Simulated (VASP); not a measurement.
# Tc (P6_3/mmc) in VASP: further runs

Tc is run at these levels: LDA; tasks: electric field gradients.

All numbers are computed with VASP 6.6.1; they aren't measurements. Logs are shortened: lines on timing, memory, paths and dates and some standing lists are left out, and cuts for length are marked.

## Step 1: The cell of the first run

It takes space group P6_3/mmc (No. 194, hexagonal). The conventional cell has a = 2.749 Å, b = 2.749 Å, c = 4.413 Å, α = 90.00°, β = 90.00°, γ = 120.00°. Tc (site symmetry -6m2) has 12 Tc at 2.72 to 2.75 Å within 3.6 Å.

## Step 2: Electric field gradients, LDA (volume scaled by 1.01)

Input file INCAR:

```
ALGO = Normal
EDIFF = 1E-8
ENCUT = 520
GGA = CA
ISIF = 2
ISMEAR = -1
LASPH = True
LCHARG = False
LEFG = True
LREAL = False
LWAVE = False
NBANDS = 20
NELM = 60
PREC = Accurate
SIGMA = 0.08
```

Input file KPOINTS:

```
k-points
0
Gamma
  17 17 9
```

Input file POSCAR:

```
Tc
1.0
    2.7491032279      0.0000000000      0.0000000000
   -1.3745516139      2.3807932330      0.0000000000
    0.0000000000      0.0000000000      4.4126114030
Tc
2
Direct
    0.3333333333      0.6666666667      0.2500000000
    0.6666666667      0.3333333333      0.7500000000
```

Potentials or basis: VASP PAW LDA potentials, release 64 (Tc_pv).

Command:

```sh
> cat potpaw_LDA.64/Tc_pv/POTCAR > POTCAR
> mpirun -np 1 vasp_std > vasp.out
```

OUTCAR:

```text
EDIFF = 1E-8
   ENCUT = 520
   GGA = CA
   ISIF = 2
   ISMEAR = -1
   LASPH = True
   LREAL = False
   NELM = 60
   PREC = Accurate

 ion  position               nearest neighbor table
   1  0.333  0.667  0.250-   2 2.72   2 2.72   2 2.72   2 2.72   2 2.72   2 2.72
   2  0.667  0.333  0.750-   1 2.72   1 2.72   1 2.72   1 2.72   1 2.72   1 2.72

  LATTYP: Found a hexagonal cell.
 ALAT       =     2.7491032279
 C/A-ratio  =     1.6051093892

  Lattice vectors:

 A1 = (   2.7491032279,   0.0000000000,   0.0000000000)
 A2 = (  -1.3745516139,   2.3807932330,   0.0000000000)
 A3 = (   0.0000000000,   0.0000000000,   4.4126114030)

Analysis of symmetry for initial positions (statically):
=====================================================================
 Subroutine PRICEL returns:
 Original cell was already a primitive cell.

 Routine SETGRP: Setting up the symmetry group for a
 hexagonal supercell.

 Subroutine GETGRP returns: Found 24 space group operations
 (whereof 12 operations were pure point group operations)
 out of a pool of 24 trial point group operations.

The static configuration has the point symmetry D_3d.
 The point group associated with its full space group is D_6h.

Analysis of symmetry for dynamics (positions and initial velocities):
=====================================================================
 Subroutine PRICEL returns:
 Original cell was already a primitive cell.

 Routine SETGRP: Setting up the symmetry group for a
 hexagonal supercell.

 Subroutine GETGRP returns: Found 24 space group operations
 (whereof 12 operations were pure point group operations)
 out of a pool of 24 trial point group operations.

The dynamic configuration has the point symmetry D_3d.
 The point group associated with its full space group is D_6h.

 Subroutine INISYM returns: Found 24 space group operations
 (whereof 12 operations are pure point group operations),
 and found     1 'primitive' translations

----------------------------------------------------------------------------------------

                                     Primitive cell

  volume of cell :      28.8807

  direct lattice vectors                    reciprocal lattice vectors
[... 120 lines left out ...]
  volume of cell :       28.88
 maximum number of plane-waves:       788
   NGX = 11   NGY = 11   NGZ = 17

 number of electron      25.9999995 magnetization

 Free energy of the ion-electron system (eV)
  ---------------------------------------------------
  ext. energy  EPLUGINS =         0.00000000
  ---------------------------------------------------
  free energy    TOTEN  =       -23.42984999 eV

  energy without entropy =      -23.38756976  energy(sigma->0) =      -23.40870987

 E-fermi :  12.3396     XC(G=0): -13.9732

 val. band max:       12.3373735154   @ k =   0.3529   0.0588   0.4444
 cond. band min:      12.3424619862   @ k =   0.4706   0.0588   0.1111
 fundamental gap:      0.0050884708
 Fermi energy:        12.3396438836

 k-point     1 :       0.0000    0.0000    0.0000
  band No.  band energies     occupation
      1     -26.9012      2.00000
      2     -25.8088      2.00000
      3     -25.8088      2.00000
      4     -25.6256      2.00000
      5     -25.6256      2.00000
      6     -25.5898      2.00000
[... 541 lines left out ...]
     19      22.8294      0.00000
     20      26.2852      0.00000

 [... further k-points ...]

------------------------ aborting loop because EDIFF is reached ----------------------------------------

  FORCE on cell =-STRESS in cart. coord.  units (eV):
  Direction    XX          YY          ZZ          XY          YZ          ZX
  --------------------------------------------------------------------------------------
  -------------------------------------------------------------------------------------
  Total       -2.5022341     -2.5022341     -2.8154870     -0.0000000      0.0000000      0.0000000
  in kB     -138.8129908   -138.8129908   -156.1908876     -0.0000000      0.0000000      0.0000000
  external PRESSURE =    -144.6056231 kB  Pullay stress =       0.0000000 kB

 VOLUME and BASIS-vectors are now :
 -----------------------------------------------------------------------------
  energy-cutoff  :      520.00
  volume of cell :       28.88
      direct lattice vectors                 reciprocal lattice vectors
     2.749103228  0.000000000  0.000000000     0.363754984  0.210014038  0.000000000
    -1.374551614  2.380793233  0.000000000     0.000000000  0.420028076  0.000000000
     0.000000000  0.000000000  4.412611403     0.000000000  0.000000000  0.226623174

 POSITION                                       TOTAL-FORCE (eV/Angst)
 -----------------------------------------------------------------------------------
     -0.00000      1.58720      1.10315        -0.000000      0.000000      0.000000
      1.37455      0.79360      3.30946         0.000000     -0.000000      0.000000
 -----------------------------------------------------------------------------------
    total drift:                               -0.000000      0.000000     -0.000000

  FREE ENERGIE OF THE ION-ELECTRON SYSTEM (eV)
  ---------------------------------------------------
  free  energy   TOTEN  =       -23.4298499923 eV

  energy  without entropy=      -23.3875697570  energy(sigma->0) =      -23.40870987

 Electric field gradients (V/A^2)
---------------------------------------------------------------------
 ion       V_xx      V_yy      V_zz      V_xy      V_xz      V_yz
---------------------------------------------------------------------
   1       8.239     8.241   -16.480     0.001     0.000    -0.000
   2       8.239     8.241   -16.480     0.001    -0.000     0.000
---------------------------------------------------------------------

 Electric field gradients after diagonalization (V/A^2)
 (convention: |V_zz| > |V_xx| > |V_yy|)
----------------------------------------------------------------------
 ion       V_xx      V_yy      V_zz     asymmetry (V_yy - V_xx)/ V_zz
----------------------------------------------------------------------
   1       8.242     8.239   -16.480       0.000
   2       8.242     8.239   -16.480       0.000
----------------------------------------------------------------------

           NMR quadrupolar parameters

 Cq : quadrupolar parameter    Cq=e*Q*V_zz/h
 eta: asymmetry parameters     (V_yy - V_xx)/ V_zz
 Q  : nuclear electric quadrupole moment in mb (millibarn)
----------------------------------------------------------------------
 ion       Cq(MHz)       eta       Q (mb)
----------------------------------------------------------------------
   1      -0.040       0.000       1.000
   2      -0.040       0.000       1.000
----------------------------------------------------------------------
```

OSZICAR:

```text
N       E                     dE             d eps       ncg     rms          rms(c)
DAV:   1     0.309276001363E+03    0.30928E+03   -0.16413E+04  6648   0.137E+03
DAV:   2    -0.174337162116E+02   -0.32671E+03   -0.31988E+03  7004   0.409E+02
DAV:   3    -0.249919497600E+02   -0.75582E+01   -0.75157E+01  7548   0.733E+01
DAV:   4    -0.250379465506E+02   -0.45997E-01   -0.45992E-01  7280   0.629E+00
DAV:   5    -0.250383928017E+02   -0.44625E-03   -0.44625E-03  7488   0.603E-01    0.202E+01
DAV:   6    -0.235987015835E+02    0.14397E+01   -0.28039E+00  7276   0.156E+01    0.590E+00
DAV:   7    -0.234429166132E+02    0.15578E+00   -0.37253E-01  7516   0.528E+00    0.863E-01
DAV:   8    -0.234297959311E+02    0.13121E-01   -0.96564E-03  6776   0.100E+00    0.131E-01
DAV:   9    -0.234298366834E+02   -0.40752E-04   -0.15362E-04  7632   0.104E-01    0.322E-02
DAV:  10    -0.234298500875E+02   -0.13404E-04   -0.16120E-05  7236   0.311E-02    0.770E-03
DAV:  11    -0.234298500287E+02    0.58844E-07   -0.77086E-07  7544   0.790E-03    0.110E-03
DAV:  12    -0.234298499918E+02    0.36846E-07   -0.49395E-08  7236   0.183E-03    0.183E-04
DAV:  13    -0.234298499923E+02   -0.49931E-09   -0.23494E-09  3916   0.395E-04
   1 F= -.23429850E+02 E0= -.23408710E+02  d E =-.422802E-01
```

Wall time 47 s (1 thread of Intel Xeon 6975P-C, shared host); peak memory 0.18 GiB.

What came out:

```
Free energy            : -23.4298 eV
Pressure               : -14.5 GPa
Band gap on the k mesh : zero (band 13 reaches 13.77 eV, above the bottom of band 14 at 10.77 eV)
```

Electric field gradients, principal values (V/Å²):
```
atom  least  middle  greatest (by size)
1 Tc  8.239   8.242             -16.480
2 Tc  8.239   8.242             -16.480
```

Caveat: without QUAD_EFG the Cq values of the log hold for a quadrupole moment of 1 mb, not for the nuclei.

## Step 3: Electric field gradients, LDA (zz strain of +1 %)

Input file INCAR:

```
PREC     = Accurate       # precision mode
ENCUT    = 520            # plane-wave cutoff, eV
EDIFF    = 1E-8           # SCF threshold, eV
ISMEAR   = -1             # smearing method
SIGMA    = 0.08           # smearing width, eV
LREAL    = F              # projectors in reciprocal space
LASPH    = T              # aspherical terms in the spheres
NELM     = 100            # most SCF steps
ALGO     = Normal         # electronic algorithm
ISIF     = 2              # what is computed and relaxed
LWAVE    = F              # write WAVECAR
LCHARG   = F              # write CHGCAR
LEFG     = T            
NBANDS   = 20             # bands
```

Input file KPOINTS:

```
Automatic mesh
0
Gamma
  17 17 9
```

Input file POSCAR:

```
Tc
1.0
    2.7400001704      0.0000000000      0.0000000000
   -1.3700000852      2.3729097540      0.0000000000
    0.0000000000      0.0000000000      4.4419800000
Tc
2
Direct
    0.3333333333      0.6666666667      0.2500000000
    0.6666666667      0.3333333333      0.7500000000
```

Potentials or basis: VASP PAW LDA potentials, release 64 (Tc_pv).

Command:

```sh
> cat potpaw_LDA.64/Tc_pv/POTCAR > POTCAR
> mpirun -np 1 vasp_std > vasp.out
```

OUTCAR:

```text
PREC = Accurate
   ENCUT = 520
   EDIFF = 1E-8
   ISMEAR = -1
   LREAL = F
   LASPH = T
   NELM = 100
   ISIF = 2

 ion  position               nearest neighbor table
   1  0.333  0.667  0.250-   2 2.73   2 2.73   2 2.73   2 2.73   2 2.73   2 2.73
   2  0.667  0.333  0.750-   1 2.73   1 2.73   1 2.73   1 2.73   1 2.73   1 2.73

  LATTYP: Found a hexagonal cell.
 ALAT       =     2.7400001704
 C/A-ratio  =     1.6211604831

  Lattice vectors:

 A1 = (   2.7400001704,   0.0000000000,   0.0000000000)
 A2 = (  -1.3700000852,   2.3729097540,   0.0000000000)
[... 765 lines left out ...]
  ---------------------------------------------------
  free  energy   TOTEN  =       -23.4258705521 eV

  energy  without entropy=      -23.3840652303  energy(sigma->0) =      -23.40496789

 Electric field gradients (V/A^2)
---------------------------------------------------------------------
 ion       V_xx      V_yy      V_zz      V_xy      V_xz      V_yz
---------------------------------------------------------------------
   1       6.479     6.481   -12.960     0.001     0.000    -0.000
   2       6.479     6.481   -12.960     0.001    -0.000     0.000
---------------------------------------------------------------------

 Electric field gradients after diagonalization (V/A^2)
 (convention: |V_zz| > |V_xx| > |V_yy|)
----------------------------------------------------------------------
 ion       V_xx      V_yy      V_zz     asymmetry (V_yy - V_xx)/ V_zz
----------------------------------------------------------------------
   1       6.482     6.478   -12.960       0.000
   2       6.482     6.478   -12.960       0.000
----------------------------------------------------------------------

           NMR quadrupolar parameters

 Cq : quadrupolar parameter    Cq=e*Q*V_zz/h
 eta: asymmetry parameters     (V_yy - V_xx)/ V_zz
 Q  : nuclear electric quadrupole moment in mb (millibarn)
----------------------------------------------------------------------
 ion       Cq(MHz)       eta       Q (mb)
----------------------------------------------------------------------
   1      -0.031       0.000       1.000
   2      -0.031       0.000       1.000
----------------------------------------------------------------------
```

OSZICAR:

```text
N       E                     dE             d eps       ncg     rms          rms(c)
DAV:   1     0.308872231170E+03    0.30887E+03   -0.16328E+04  6648   0.136E+03
DAV:   2    -0.174221727049E+02   -0.32629E+03   -0.31936E+03  7020   0.408E+02
DAV:   3    -0.249920705575E+02   -0.75699E+01   -0.75217E+01  7548   0.731E+01
DAV:   4    -0.250381397023E+02   -0.46069E-01   -0.46063E-01  7268   0.627E+00
DAV:   5    -0.250385853899E+02   -0.44569E-03   -0.44569E-03  7548   0.601E-01    0.202E+01
DAV:   6    -0.235950200926E+02    0.14436E+01   -0.28162E+00  7300   0.157E+01    0.589E+00
DAV:   7    -0.234389919808E+02    0.15603E+00   -0.37195E-01  7536   0.527E+00    0.862E-01
DAV:   8    -0.234258132209E+02    0.13179E-01   -0.95976E-03  6792   0.100E+00    0.126E-01
DAV:   9    -0.234258571515E+02   -0.43931E-04   -0.15130E-04  7608   0.104E-01    0.324E-02
DAV:  10    -0.234258706260E+02   -0.13474E-04   -0.16012E-05  7252   0.311E-02    0.734E-03
DAV:  11    -0.234258705707E+02    0.55273E-07   -0.72614E-07  7528   0.752E-03    0.685E-04
DAV:  12    -0.234258705509E+02    0.19788E-07   -0.27440E-08  6924   0.131E-03    0.125E-04
DAV:  13    -0.234258705521E+02   -0.12392E-08   -0.14261E-09  3984   0.302E-04
   1 F= -.23425871E+02 E0= -.23404968E+02  d E =-.418053E-01
```

It took 50 s on 1 thread of Intel Xeon 6975P-C, shared host; peak memory 0.18 GiB.

Results:

```
Free energy            : -23.4259 eV
Pressure               : -14.4 GPa
Band gap on the k mesh : zero (band 13 reaches 13.79 eV, above the bottom of band 14 at 10.80 eV)
```

Levels at points of the mesh, in eV from the Fermi level:
| k point | band 10 | band 11 | band 12 | band 13 | band 14 | band 15 | band 16 | band 17 |
| --- | --- | --- | --- | --- | --- | --- | --- | --- |
| (0.00, 0.00, 0.00) | -1.52 | -1.52 | -0.84 | -0.84 | -0.05 | -0.05 | 1.56 | 2.51 |

Electric field gradients, principal values (V/Å²):
```csv
atom,least,middle,greatest (by size)
1 Tc,6.478,6.482,-12.960
2 Tc,6.478,6.482,-12.960
```

Caveat: the cell differs from its parent crystal (zz strain of +1 %); without QUAD_EFG the Cq values of the log hold for a quadrupole moment of 1 mb, not for the nuclei.
